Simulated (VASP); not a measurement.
# ScSi4O (P-43m) in VASP: notebook

Runs on ScSi4O. Level: PBE. Tasks: single point, relaxation of cell and atoms.

Everything below comes from runs of VASP 6.6.1. Logs are shortened: lines on timing, memory, paths and dates and some standing lists are left out, and cuts for length are marked.

### 1 The cell of the first run

The structure is cubic, space group P-43m (No. 215). The conventional cell has a = 4.213 Å, b = 4.213 Å, c = 4.213 Å, α = 90.00°, β = 90.00°, γ = 90.00°. Sc (site symmetry -43m) has 4 Si at 1.08 Å within 1.5 Å. Within 1.5 Å of Si (site symmetry 3m) lie 1 Sc at 1.08 Å. O (site symmetry -43m) has 16 Si at 2.57 to 3.44 Å within 3.5 Å.

The cell was generated, and may not be a known phase.

### 2 Single point, PBE

INCAR reads:

```
PREC     = Accurate       # precision mode
ENCUT    = 520            # plane-wave cutoff, eV
EDIFF    = 1E-7           # SCF threshold, eV
ISMEAR   = 0              # smearing method
SIGMA    = 0.1            # smearing width, eV
LREAL    = F              # projectors in reciprocal space
LASPH    = T              # aspherical terms in the spheres
NELM     = 60             # most SCF steps
ALGO     = Normal         # electronic algorithm
ISIF     = 2              # what is computed and relaxed
LWAVE    = F              # write WAVECAR
LCHARG   = F              # write CHGCAR
GGA      = PE             # functional
NBANDS   = 26             # bands
```

KPOINTS reads:

```
Automatic mesh
0
Gamma
  4 4 4
```

POSCAR reads:

```
ScSi4O
1.0
    4.2125337800      0.0000000000      0.0000000000
    0.0000000000      4.2125337800      0.0000000000
    0.0000000000      0.0000000000      4.2125337800
Sc Si O
1 4 1
Direct
    0.0000000000      0.0000000000      0.0000000000
    0.1480000000      0.1480000000      0.1480000000
    0.1480000000      0.8520000000      0.8520000000
    0.8520000000      0.8520000000      0.1480000000
    0.8520000000      0.1480000000      0.8520000000
    0.5000000000      0.5000000000      0.5000000000
```

Potentials or basis: VASP PAW PBE potentials, release 64 (Sc_sv, Si, O).

On the command line:

```
cat potpaw_PBE.64/Sc_sv/POTCAR potpaw_PBE.64/Si/POTCAR potpaw_PBE.64/O/POTCAR > POTCAR
mpirun -np 1 vasp_std > vasp.out
```

OUTCAR:

```text
PREC = Accurate
   ENCUT = 520
   EDIFF = 1E-7
   ISMEAR = 0
   LREAL = F
   LASPH = T
   NELM = 60
   ISIF = 2
   GGA = PE

 ion  position               nearest neighbor table
   1  0.000  0.000  0.000-   2 1.08   3 1.08   4 1.08   5 1.08
   2  0.148  0.148  0.148-   1 1.08   3 1.76   4 1.76   5 1.76
   3  0.148  0.852  0.852-   1 1.08   2 1.76   4 1.76   5 1.76
   4  0.852  0.852  0.148-   1 1.08   2 1.76   3 1.76   5 1.76
   5  0.852  0.148  0.852-   1 1.08   2 1.76   3 1.76   4 1.76
   6  0.500  0.500  0.500-

 -----------------------------------------------------------------------------
|                                                                             |
|           W    W    AA    RRRRR   N    N  II  N    N   GGGG   !!!           |
|           W    W   A  A   R    R  NN   N  II  NN   N  G    G  !!!           |
|           W    W  A    A  R    R  N N  N  II  N N  N  G       !!!           |
|           W WW W  AAAAAA  RRRRR   N  N N  II  N  N N  G  GGG   !            |
|           WW  WW  A    A  R   R   N   NN  II  N   NN  G    G                |
|           W    W  A    A  R    R  N    N  II  N    N   GGGG   !!!           |
|                                                                             |
|     The distance between some ions is very small. Please check the          |
|     nearest-neighbor list in the OUTCAR file.                               |
|     I HOPE YOU KNOW WHAT YOU ARE DOING!                                     |
|                                                                             |
 -----------------------------------------------------------------------------

  LATTYP: Found a simple cubic cell.
 ALAT       =     4.2125337800

  Lattice vectors:

 A1 = (   4.2125337800,   0.0000000000,   0.0000000000)
 A2 = (   0.0000000000,   4.2125337800,   0.0000000000)
 A3 = (   0.0000000000,   0.0000000000,   4.2125337800)

Analysis of symmetry for initial positions (statically):
=====================================================================
 Subroutine PRICEL returns:
 Original cell was already a primitive cell.

 Routine SETGRP: Setting up the symmetry group for a
 simple cubic supercell.

 Subroutine GETGRP returns: Found 24 space group operations
 (whereof 24 operations were pure point group operations)
 out of a pool of 48 trial point group operations.

The static configuration has the point symmetry T_d .

Analysis of symmetry for dynamics (positions and initial velocities):
=====================================================================
 Subroutine PRICEL returns:
 Original cell was already a primitive cell.

 Routine SETGRP: Setting up the symmetry group for a
 simple cubic supercell.

 Subroutine GETGRP returns: Found 24 space group operations
 (whereof 24 operations were pure point group operations)
 out of a pool of 48 trial point group operations.

The dynamic configuration has the point symmetry T_d .

 Subroutine INISYM returns: Found 24 space group operations
 (whereof 24 operations are pure point group operations),
 and found     1 'primitive' translations

----------------------------------------------------------------------------------------

                                     Primitive cell

  volume of cell :      74.7533

  direct lattice vectors                    reciprocal lattice vectors
     4.212533780  0.000000000  0.000000000     0.237386820  0.000000000  0.000000000
     0.000000000  4.212533780  0.000000000     0.000000000  0.237386820  0.000000000
     0.000000000  0.000000000  4.212533780     0.000000000  0.000000000  0.237386820

  length of vectors
     4.212533780  4.212533780  4.212533780     0.237386820  0.237386820  0.237386820

  position of ions in fractional coordinates (direct lattice)
     0.000000000  0.000000000  0.000000000
     0.148000000  0.148000000  0.148000000
     0.148000000  0.852000000  0.852000000
     0.852000000  0.852000000  0.148000000
     0.852000000  0.148000000  0.852000000
     0.500000000  0.500000000  0.500000000

  ion indices of the primitive-cell ions
   primitive index   ion index
                 1           1
                 2           2
                 3           3
                 4           4
                 5           5
                 6           6

----------------------------------------------------------------------------------------

 KPOINTS: Automatic mesh

Automatic generation of k-mesh.
 Grid dimensions read from file:
 generate k-points for:    4    4    4

 Generating k-lattice:

  Cartesian coordinates                     Fractional coordinates (reciprocal lattice)
     0.059346705  0.000000000  0.000000000     0.250000000  0.000000000  0.000000000
     0.000000000  0.059346705  0.000000000     0.000000000  0.250000000  0.000000000
     0.000000000  0.000000000  0.059346705     0.000000000  0.000000000  0.250000000

  Length of vectors
     0.059346705  0.059346705  0.059346705

  Shift w.r.t. Gamma in fractional coordinates (k-lattice)
     0.000000000  0.000000000  0.000000000

 Subroutine IBZKPT returns following result:
 ===========================================

 Found     10 irreducible k-points:

 Following reciprocal coordinates:
            Coordinates               Weight
  0.000000  0.000000  0.000000      1.000000
  0.250000  0.000000  0.000000      6.000000
  0.500000  0.000000  0.000000      3.000000
  0.250000  0.250000  0.000000     12.000000
  0.500000  0.250000  0.000000     12.000000
  0.500000  0.500000  0.000000      3.000000
  0.250000  0.250000  0.250000      8.000000
  0.500000  0.250000  0.250000     12.000000
  0.500000  0.500000  0.250000      6.000000
  0.500000  0.500000  0.500000      1.000000
   k-points           NKPTS =     10   k-points in BZ     NKDIM =     10   number of bands    NBANDS=     26
   number of dos      NEDOS =    301   number of ions     NIONS =      6
   total plane-waves  NPLWV =  32768
   dimension x,y,z NGX =    32 NGY =   32 NGZ =   32
   dimension x,y,z NGXF=    64 NGYF=   64 NGZF=   64
   ions per type =               1   4   1
   NGX,Y,Z   is equivalent  to a cutoff of  12.63, 12.63, 12.63 a.u.
   NGXF,Y,Z  is equivalent  to a cutoff of  25.26, 25.26, 25.26 a.u.
 SYSTEM =  unknown system
   PREC   = accura    normal or accurate (medium, high low for compatibility)
   ISTART =      0    job   : 0-new  1-cont  2-samecut
   ICHARG =      2    charge: 1-file 2-atom 10-const
   ISPIN  =      1    spin polarized calculation?
   LNONCOLLINEAR =      F non collinear calculations
   LSORBIT =      F    spin-orbit coupling
   LASPH  =      T    aspherical Exc in radial PAW
   ENCUT  =  520.0 eV  38.22 Ry    6.18 a.u.   7.83  7.83  7.83*2*pi/ulx,y,z
   NELM   =     60;   NELMIN=  2; NELMDL= -5     # of ELM steps
   EDIFF  = 0.1E-06   stopping-criterion for ELM
   LREAL  =      F    real-space projection
   EDIFFG = 0.1E-05   stopping-criterion for IOM
   NSW    =      0    number of steps for IOM
   IBRION =     -1    ionic relax: 0-MD 1-quasi-New 2-CG
   NFREE  =      0    steps in history (QN), initial steepest desc. (CG)
   ISIF   =      2    stress and relaxation
   ISYM   =      2    0-nonsym 1-usesym 2-fastsym
   POTIM  = 0.5000    time-step for ionic-motion
   TEBEG  =    0.0;   TEEND  =   0.0 temperature during run
   PSTRESS=    0.0 pullay stress
   NELECT =      33.0000    total number of electrons
   NUPDOWN=      -1.0000    fix difference up-down
   EMIN   =  10.00;   EMAX   =-10.00  energy-range for DOS
   EFERMI =   0.00;   METHOD = LEGACY
   ISMEAR =     0;   SIGMA  =   0.10  broadening in eV -4-tet -1-fermi 0-gaus
   EFERMI_NEDOS =   21; number of points for ismear=-14 and -15
   IALGO  =     38    algorithm
   IMIX   =      4    mixing-type and parameters
     AMIX     =   0.40;   BMIX     =  1.00
     AMIX_MAG =   1.60;   BMIX_MAG =  1.00
  volume/ion in A,a.u.               =      12.46        84.08
  Fermi-wavevector in a.u.,A,eV,Ry     =   1.246530  2.355600 21.141238  1.553837
  Thomas-Fermi vector in A             =   2.380703
   LORBIT       =      0    0 simple, 1 ext, 2 COOP (PROOUT), +10 PAW based schemes
   GGA     = PE    functional components
   LHFCALC =     F    Hartree Fock is set to
   AEXX    =    0.0000 exact exchange contribution
   IVDW    =     0    specifies the selected vdW correction
   LEPSILON=     F    determine dielectric tensor
   LRPA    =     F    only Hartree local field effects (RPA)
 non-spin polarized calculation
 Gauss-broadening in eV      SIGMA  =   0.10
  energy-cutoff  :      520.00
  volume of cell :       74.75
 maximum number of plane-waves:      2040
 NGX is ok and might be reduce to    32
   NGX = 15   NGY = 15   NGZ = 15

 number of electron      33.0000001 magnetization

 Free energy of the ion-electron system (eV)
  ---------------------------------------------------
  ext. energy  EPLUGINS =         0.00000000
  ---------------------------------------------------
  free energy    TOTEN  =       109.47204484 eV

  energy without entropy =      109.48407126  energy(sigma->0) =      109.47805805

 E-fermi :   7.0389     XC(G=0): -10.5099

 val. band max:        7.0377409459   @ k =   0.5000   0.0000   0.0000
 cond. band min:       7.2867266569   @ k =   0.2500   0.2500   0.0000
 fundamental gap:      0.2489857109
 Fermi energy:         7.0389111520

 k-point     1 :       0.0000    0.0000    0.0000
  band No.  band energies     occupation
      1     -38.9694      2.00000
      2     -25.6774      2.00000
      3     -25.6774      2.00000
      4     -25.6774      2.00000
      5      -9.3326      2.00000
      6      -1.9726      2.00000
[... 18 lines left out ...]
     25      14.5321      0.00000
     26      14.5321      0.00000

 k-point     2 :       0.2500    0.0000    0.0000
  band No.  band energies     occupation
      1     -38.9691      2.00000
      2     -25.6859      2.00000
      3     -25.6767      2.00000
      4     -25.6767      2.00000
      5      -9.2943      2.00000
      6      -1.9470      2.00000
[... 18 lines left out ...]
     25      14.2135      0.00000
[... 202 lines left out ...]
     25      16.1244      0.00000
     26      16.6087      0.00000

 k-point    10 :       0.5000    0.5000    0.5000
  band No.  band energies     occupation
      1     -38.9678      2.00000
      2     -25.6914      2.00000
      3     -25.6914      2.00000
      4     -25.6914      2.00000
      5      -9.1654      2.00000
      6      -0.7591      2.00000
[... 18 lines left out ...]
     25      15.9882      0.00000
     26      15.9882      0.00000

------------------------ aborting loop because EDIFF is reached ----------------------------------------

  FORCE on cell =-STRESS in cart. coord.  units (eV):
  Direction    XX          YY          ZZ          XY          YZ          ZX
  --------------------------------------------------------------------------------------
  -------------------------------------------------------------------------------------
  Total      141.9683185    141.9683185    141.9683185     -0.0000000      0.0000000     -0.0000000
  in kB     3042.7889578   3042.7889578   3042.7889578     -0.0000000      0.0000000     -0.0000000
  external PRESSURE =    3042.7889578 kB  Pullay stress =       0.0000000 kB

 VOLUME and BASIS-vectors are now :
 -----------------------------------------------------------------------------
  energy-cutoff  :      520.00
  volume of cell :       74.75
      direct lattice vectors                 reciprocal lattice vectors
     4.212533780  0.000000000  0.000000000     0.237386820  0.000000000  0.000000000
     0.000000000  4.212533780  0.000000000     0.000000000  0.237386820  0.000000000
     0.000000000  0.000000000  4.212533780     0.000000000  0.000000000  0.237386820

 POSITION                                       TOTAL-FORCE (eV/Angst)
 -----------------------------------------------------------------------------------
      0.00000      0.00000      0.00000        -0.000000     -0.000000     -0.000000
      0.62345      0.62345      0.62345        57.566564     57.566564     57.566564
      0.62345      3.58908      3.58908        57.566564    -57.566564    -57.566564
      3.58908      3.58908      0.62345       -57.566564    -57.566564     57.566564
      3.58908      0.62345      3.58908       -57.566564     57.566564    -57.566564
      2.10627      2.10627      2.10627        -0.000000     -0.000000     -0.000000
 -----------------------------------------------------------------------------------
    total drift:                                0.000000      0.000000     -0.000000

  FREE ENERGIE OF THE ION-ELECTRON SYSTEM (eV)
  ---------------------------------------------------
  free  energy   TOTEN  =       109.4720448406 eV

  energy  without entropy=      109.4840712625  energy(sigma->0) =      109.47805805
```

Run time: 37 s. Hardware: 1 thread of Intel Xeon 8259CL, shared host; peak memory 0.18 GiB.

Results:

```yaml
Free_energy: 109.4720 eV
Pressure: 304.3 GPa
Largest_force: 99.708 eV/Å
Band_gap_on_the_k_mesh: zero (an odd number of electrons rules out a gap without spin polarisation)
```

Forces on the atoms (eV/Å):
```
Sc    0.000   0.000   0.000
Si   57.567  57.567  57.567
Si   57.567 -57.567 -57.567
Si  -57.567 -57.567  57.567
Si  -57.567  57.567 -57.567
O     0.000   0.000   0.000
```

Caveat: the k points lie up to 0.37 Å⁻¹ apart, too coarse for converged energies and pressures of a metal; atoms lie so close that the PAW spheres overlap strongly, which falsifies energies and pressures; an odd number of electrons without spin polarisation forces a metal; a magnetic or distorted state may lie lower.

(Continued in part 2 of 3.)

The gap in the log of VASP goes by the Fermi energy; the results here count the filled bands.